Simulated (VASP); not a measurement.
# LiBr (Fm-3m) in VASP: further runs

LiBr is run at these levels: LDA; tasks: single point, relaxation of volume and atoms at fixed shape.

Everything below comes from runs of VASP 6.6.1. Logs are shortened: lines on timing, memory, paths and dates and some standing lists are left out, and cuts for length are marked.

## 1. The cell of the first run

Symmetry: Fm-3m, No. 225, cubic system. Conventional cell: a = 5.311 Å, b = 5.311 Å, c = 5.311 Å, α = 90.00°, β = 90.00°, γ = 90.00°. Within 3.5 Å of Li (site symmetry m-3m) lie 6 Br at 2.66 Å. Within 3.5 Å of Br (site symmetry m-3m) lie 6 Li at 2.66 Å.

## 2. Single point, LDA

File INCAR:

```
ALGO = Normal
EDIFF = 1E-6
ENCUT = 750
GGA = CA
GGA_COMPAT = F
ISIF = 2
ISMEAR = -1
LASPH = T
LCHARG = F
LREAL = F
LWAVE = F
NBANDS = 12
NELM = 120
PREC = Accurate
SIGMA = 0.01
```

File KPOINTS:

```
k-points
0
Gamma
  7 7 7
```

File POSCAR:

```
LiBr
1.0
    0.0000000000      2.6556510847      2.6556510847
    2.6556510847      0.0000000000      2.6556510847
    2.6556510847      2.6556510847      0.0000000000
Li Br
1 1
Direct
    0.0000000000      0.0000000000      0.0000000000
    0.5000000000      0.5000000000      0.5000000000
```

Potentials or basis: VASP PAW LDA potentials, release 64 (Li_sv, Br).

Started as:

```bash
> cat potpaw_LDA.64/Li_sv/POTCAR potpaw_LDA.64/Br/POTCAR > POTCAR
> mpirun -np 1 vasp_std > vasp.out
```

OUTCAR:

```text
EDIFF = 1E-6
   ENCUT = 750
   GGA = CA
   ISIF = 2
   ISMEAR = -1
   LASPH = T
   LREAL = F
   NELM = 120
   PREC = Accurate

 ion  position               nearest neighbor table
   1  0.000  0.000  0.000-   2 2.66   2 2.66   2 2.66   2 2.66   2 2.66   2 2.66
   2  0.500  0.500  0.500-   1 2.66   1 2.66   1 2.66   1 2.66   1 2.66   1 2.66

  LATTYP: Found a face centered cubic cell.
 ALAT       =     5.3113021694

  Lattice vectors:

 A1 = (   0.0000000000,   2.6556510847,   2.6556510847)
 A2 = (   2.6556510847,   0.0000000000,   2.6556510847)
 A3 = (   2.6556510847,   2.6556510847,   0.0000000000)

Analysis of symmetry for initial positions (statically):
=====================================================================
 Subroutine PRICEL returns:
 Original cell was already a primitive cell.

 Routine SETGRP: Setting up the symmetry group for a
 face centered cubic supercell.

 Subroutine GETGRP returns: Found 48 space group operations
 (whereof 48 operations were pure point group operations)
 out of a pool of 48 trial point group operations.

The static configuration has the point symmetry O_h .

Analysis of symmetry for dynamics (positions and initial velocities):
=====================================================================
 Subroutine PRICEL returns:
 Original cell was already a primitive cell.

 Routine SETGRP: Setting up the symmetry group for a
 face centered cubic supercell.

 Subroutine GETGRP returns: Found 48 space group operations
 (whereof 48 operations were pure point group operations)
 out of a pool of 48 trial point group operations.

The dynamic configuration has the point symmetry O_h .

 Subroutine INISYM returns: Found 48 space group operations
 (whereof 48 operations are pure point group operations),
 and found     1 'primitive' translations

----------------------------------------------------------------------------------------

                                     Primitive cell

  volume of cell :      37.4579

  direct lattice vectors                    reciprocal lattice vectors
     0.000000000  2.655651085  2.655651085    -0.188277746  0.188277746  0.188277746
     2.655651085  0.000000000  2.655651085     0.188277746 -0.188277746  0.188277746
     2.655651085  2.655651085  0.000000000     0.188277746  0.188277746 -0.188277746

  length of vectors
     3.755657781  3.755657781  3.755657781     0.326106622  0.326106622  0.326106622

  position of ions in fractional coordinates (direct lattice)
     0.000000000  0.000000000  0.000000000
     0.500000000  0.500000000  0.500000000

  ion indices of the primitive-cell ions
   primitive index   ion index
                 1           1
                 2           2

----------------------------------------------------------------------------------------

 KPOINTS: k-points

Automatic generation of k-mesh.
 Grid dimensions read from file:
 generate k-points for:    7    7    7

 Generating k-lattice:

  Cartesian coordinates                     Fractional coordinates (reciprocal lattice)
    -0.026896821  0.026896821  0.026896821     0.142857143  0.000000000  0.000000000
     0.026896821 -0.026896821  0.026896821     0.000000000  0.142857143  0.000000000
     0.026896821  0.026896821 -0.026896821     0.000000000  0.000000000  0.142857143

  Length of vectors
     0.046586660  0.046586660  0.046586660

  Shift w.r.t. Gamma in fractional coordinates (k-lattice)
     0.000000000  0.000000000  0.000000000

 Subroutine IBZKPT returns following result:
 ===========================================

 Found     20 irreducible k-points:

 Following reciprocal coordinates:
            Coordinates               Weight
  0.000000  0.000000  0.000000      1.000000
  0.142857  0.000000  0.000000      8.000000
  0.285714  0.000000  0.000000      8.000000
  0.428571  0.000000  0.000000      8.000000
  0.142857  0.142857  0.000000      6.000000
  0.285714  0.142857  0.000000     24.000000
[... 12 lines left out ...]
 -0.428571  0.428571  0.142857     24.000000
 -0.285714  0.428571  0.142857     24.000000
   k-points           NKPTS =     20   k-points in BZ     NKDIM =     20   number of bands    NBANDS=     12
   number of dos      NEDOS =    301   number of ions     NIONS =      2
   total plane-waves  NPLWV =  46656
   dimension x,y,z NGX =    36 NGY =   36 NGZ =   36
   dimension x,y,z NGXF=    72 NGYF=   72 NGZF=   72
   ions per type =               1   1
   NGX,Y,Z   is equivalent  to a cutoff of  15.94, 15.94, 15.94 a.u.
   NGXF,Y,Z  is equivalent  to a cutoff of  31.87, 31.87, 31.87 a.u.
 SYSTEM =  unknown system
   PREC   = accura    normal or accurate (medium, high low for compatibility)
   ISTART =      0    job   : 0-new  1-cont  2-samecut
   ICHARG =      2    charge: 1-file 2-atom 10-const
   ISPIN  =      1    spin polarized calculation?
   LNONCOLLINEAR =      F non collinear calculations
   LSORBIT =      F    spin-orbit coupling
   LASPH  =      T    aspherical Exc in radial PAW
   ENCUT  =  750.0 eV  55.12 Ry    7.42 a.u.   8.39  8.39  8.39*2*pi/ulx,y,z
   NELM   =    120;   NELMIN=  2; NELMDL= -5     # of ELM steps
   EDIFF  = 0.1E-05   stopping-criterion for ELM
   LREAL  =      F    real-space projection
   EDIFFG = 0.1E-04   stopping-criterion for IOM
   NSW    =      0    number of steps for IOM
   IBRION =     -1    ionic relax: 0-MD 1-quasi-New 2-CG
   NFREE  =      0    steps in history (QN), initial steepest desc. (CG)
   ISIF   =      2    stress and relaxation
   ISYM   =      2    0-nonsym 1-usesym 2-fastsym
   POTIM  = 0.5000    time-step for ionic-motion
   TEBEG  =    0.0;   TEEND  =   0.0 temperature during run
   PSTRESS=    0.0 pullay stress
   NELECT =      10.0000    total number of electrons
   NUPDOWN=      -1.0000    fix difference up-down
   EMIN   =  10.00;   EMAX   =-10.00  energy-range for DOS
   EFERMI =   0.00;   METHOD = LEGACY
   ISMEAR =    -1;   SIGMA  =   0.01  broadening in eV -4-tet -1-fermi 0-gaus
   EFERMI_NEDOS =   21; number of points for ismear=-14 and -15
   IALGO  =     38    algorithm
   IMIX   =      4    mixing-type and parameters
     AMIX     =   0.40;   BMIX     =  1.00
     AMIX_MAG =   1.60;   BMIX_MAG =  1.00
  volume/ion in A,a.u.               =      18.73       126.39
  Fermi-wavevector in a.u.,A,eV,Ry     =   1.054129  1.992015 15.118634  1.111188
  Thomas-Fermi vector in A             =   2.189277
   LORBIT       =      0    0 simple, 1 ext, 2 COOP (PROOUT), +10 PAW based schemes
   GGA     = CA    functional components
   LHFCALC =     F    Hartree Fock is set to
   AEXX    =    0.0000 exact exchange contribution
   IVDW    =     0    specifies the selected vdW correction
   LEPSILON=     F    determine dielectric tensor
   LRPA    =     F    only Hartree local field effects (RPA)
 non-spin polarized calculation
  energy-cutoff  :      750.00
  volume of cell :       37.46
 maximum number of plane-waves:      1807
 NGX is ok and might be reduce to    36
   NGX = 17   NGY = 17   NGZ = 17

 number of electron      10.0000000 magnetization

 Free energy of the ion-electron system (eV)
  ---------------------------------------------------
  ext. energy  EPLUGINS =         0.00000000
  ---------------------------------------------------
  free energy    TOTEN  =        -7.37211992 eV

  energy without entropy =       -7.37211992  energy(sigma->0) =       -7.37211992

 E-fermi :   1.3045     XC(G=0):  -9.2244

 val. band max:        1.0917081448   @ k =   0.0000   0.0000   0.0000
 cond. band min:       6.2550329849   @ k =   0.0000   0.0000   0.0000
 fundamental gap:      5.1633248401
 Fermi energy:         1.3044767501

 k-point     1 :       0.0000    0.0000    0.0000
  band No.  band energies     occupation
      1     -42.1196      2.00000
      2     -12.7580      2.00000
      3       1.0917      2.00000
      4       1.0917      2.00000
      5       1.0917      2.00000
      6       6.2550      0.00000
      7      11.5250      0.00000
      8      11.5250      0.00000
      9      11.5250      0.00000
     10      13.4740      0.00000
     11      13.4740      0.00000
     12      13.4740      0.00000

 k-point     2 :       0.1429    0.0000    0.0000
  band No.  band energies     occupation
      1     -42.1191      2.00000
      2     -12.6534      2.00000
      3       0.2201      2.00000
      4       1.0257      2.00000
      5       1.0257      2.00000
      6       6.9010      0.00000
      7      10.7171      0.00000
      8      11.2319      0.00000
      9      11.2319      0.00000
     10      12.5787      0.00000
     11      12.5787      0.00000
     12      13.9151      0.00000

 k-point     3 :       0.2857    0.0000    0.0000
  band No.  band energies     occupation
      1     -42.1182      2.00000
      2     -12.4006      2.00000
      3      -1.2357      2.00000
      4       0.8896      2.00000
      5       0.8896      2.00000
      6       6.9934      0.00000
      7       9.8688      0.00000
      8       9.8688      0.00000
      9      11.5032      0.00000
     10      14.0301      0.00000
     11      14.0301      0.00000
     12      14.4221      0.00000

 k-point     4 :       0.4286    0.0000    0.0000
  band No.  band energies     occupation
      1     -42.1174      2.00000
      2     -12.1760      2.00000
      3      -2.1881      2.00000
      4       0.7913      2.00000
      5       0.7913      2.00000
      6       6.5649      0.00000
      7       9.0884      0.00000
      8       9.0884      0.00000
      9      13.3719      0.00000
     10      15.0612      0.00000
     11      16.4302      0.00000
     12      16.4302      0.00000

 k-point     5 :       0.1429    0.1429    0.0000
  band No.  band energies     occupation
      1     -42.1190      2.00000
      2     -12.6171      2.00000
      3       0.3039      2.00000
      4       0.7832      2.00000
      5       0.7832      2.00000
      6       7.3676      0.00000
      7      10.2198      0.00000
      8      10.5102      0.00000
      9      11.7293      0.00000
     10      11.7293      0.00000
     11      14.7029      0.00000
     12      14.7031      0.00000
[... 168 lines left out ...]
      1     -42.1175      2.00000
      2     -12.1992      2.00000
      3      -1.3980      2.00000
      4      -0.2875      2.00000
      5       0.5065      2.00000
      6       8.6718      0.00000
      7       9.0260      0.00000
      8       9.5123      0.00000
      9      11.6758      0.00000
     10      13.1335      0.00000
     11      16.7384      0.00000
     12      17.5328      0.00000

 k-point    18 :      -0.4286    0.2857    0.1429
  band No.  band energies     occupation
      1     -42.1170      2.00000
      2     -12.0168      2.00000
      3      -1.8538      2.00000
      4      -0.7457      2.00000
      5       0.2738      2.00000
      6       8.4079      0.00000
      7       8.9588      0.00000
      8      10.4827      0.00000
      9      11.7046      0.00000
     10      14.5128      0.00000
     11      15.9130      0.00000
     12      17.8690      0.00000

 k-point    19 :      -0.4286    0.4286    0.1429
  band No.  band energies     occupation
      1     -42.1167      2.00000
      2     -11.9257      2.00000
      3      -1.9948      2.00000
      4      -0.7600      2.00000
      5      -0.1859      2.00000
      6       8.1093      0.00000
      7       8.9927      0.00000
      8      10.8682      0.00000
      9      12.5875      0.00000
     10      14.1913      0.00000
     11      17.1261      0.00000
     12      19.1732      0.00000

 k-point    20 :      -0.2857    0.4286    0.1429
  band No.  band energies     occupation
      1     -42.1167      2.00000
      2     -11.9065      2.00000
      3      -1.6599      2.00000
      4      -1.3766      2.00000
      5      -0.1040      2.00000
      6       8.4574      0.00000
      7      10.0325      0.00000
      8      10.6995      0.00000
      9      11.2228      0.00000
     10      14.5526      0.00000
     11      15.7838      0.00000
     12      18.8935      0.00000

------------------------ aborting loop because EDIFF is reached ----------------------------------------

  FORCE on cell =-STRESS in cart. coord.  units (eV):
  Direction    XX          YY          ZZ          XY          YZ          ZX
  --------------------------------------------------------------------------------------
  -------------------------------------------------------------------------------------
  Total       -0.0081234     -0.0081234     -0.0081234      0.0000000      0.0000000     -0.0000000
  in kB       -0.3474593     -0.3474593     -0.3474593      0.0000000      0.0000000     -0.0000000
  external PRESSURE =      -0.3474593 kB  Pullay stress =       0.0000000 kB

 VOLUME and BASIS-vectors are now :
 -----------------------------------------------------------------------------
  energy-cutoff  :      750.00
  volume of cell :       37.46
      direct lattice vectors                 reciprocal lattice vectors
     0.000000000  2.655651085  2.655651085    -0.188277746  0.188277746  0.188277746
     2.655651085  0.000000000  2.655651085     0.188277746 -0.188277746  0.188277746
     2.655651085  2.655651085  0.000000000     0.188277746  0.188277746 -0.188277746

 POSITION                                       TOTAL-FORCE (eV/Angst)
 -----------------------------------------------------------------------------------
      0.00000      0.00000      0.00000        -0.000000      0.000000     -0.000000
      2.65565      2.65565      2.65565         0.000000     -0.000000      0.000000
 -----------------------------------------------------------------------------------
    total drift:                                0.000000      0.000000      0.000000

  FREE ENERGIE OF THE ION-ELECTRON SYSTEM (eV)
  ---------------------------------------------------
  free  energy   TOTEN  =        -7.3721199249 eV

  energy  without entropy=       -7.3721199249  energy(sigma->0) =       -7.37211992
```

Run time: 16 s. Hardware: 1 thread of Intel Xeon 8259CL, shared host; peak memory 0.17 GiB.

What came out:

```yaml
Free_energy: -7.3721 eV
Pressure: 0.0 GPa
Band_gap_on_the_k_mesh: 5.16 eV
```

Levels at points of the mesh, in eV from the valence-band top:
| k point | band 2 | band 3 | band 4 | band 5 | band 6 | band 7 | band 8 | band 9 |
| --- | --- | --- | --- | --- | --- | --- | --- | --- |
| (0.00, 0.00, 0.00) | -13.85 | 0.00 | 0.00 | 0.00 | 5.16 | 10.43 | 10.43 | 10.43 |

Caveat: an odd mesh through Γ misses points on the zone boundary, where band edges can lie.

(Continued in part 2 of 2.)
